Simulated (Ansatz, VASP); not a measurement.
**BaTiO3: VASP beside Ansatz**

```
Ba Ti O
1.0
     2.84005   -1.63971   -2.33143
     0.00000    3.27941   -2.33143
     9.46675    5.46563    5.44017
Ba Ti O
3 3 9
Direct
  0.74673 0.74673 0.75153
  0.96893 0.96893 0.08486
  0.85783 0.85783 0.41820
  0.17622 0.17622 0.92268
  0.39842 0.39842 0.25602
  0.28732 0.28732 0.58935
  0.20566 0.71525 0.91385
  0.42786 0.93745 0.24718
  0.31676 0.82635 0.58052
  0.71525 0.20566 0.91385
  0.93745 0.42786 0.24718
  0.82635 0.31676 0.58052
  0.48448 0.48448 0.07732
  0.37338 0.37338 0.41065
  0.26228 0.26228 0.74399
```

Alike in both runs: task single point; functional r2SCAN; k mesh 6 × 6 × 2; occupations gaussian, width 0.05 eV; no spin polarisation.

```csv
,VASP,Ansatz
version,VASP 6.6.1,Ansatz 0.2.0
potentials or method,"VASP PAW PBE potentials, release 64 (Ba_sv, Ti_sv, O), cutoff 520 eV","scalar-relativistic, plane waves, PAW"
valence electrons in the cell,120,120
```

```tsv
	VASP	Ansatz	Ansatz less VASP
gap on the k mesh at the Fermi level (eV)	0.60	0.62	+0.012
least direct gap on the mesh (eV)	0.87	0.90	+0.026
pressure (GPa)	7.2	4.7	-2.57
traceless stress, the component that is largest in VASP (GPa)	13.15	12.35	-0.799
rms of the force components (eV/Å)	3.206	2.942	-0.2638
```

VASP's potentials were made for PBE, not for r2SCAN. Atom by atom the forces differ by 0.276 eV/Å (rms over components).

Spin-orbit coupling is off throughout.
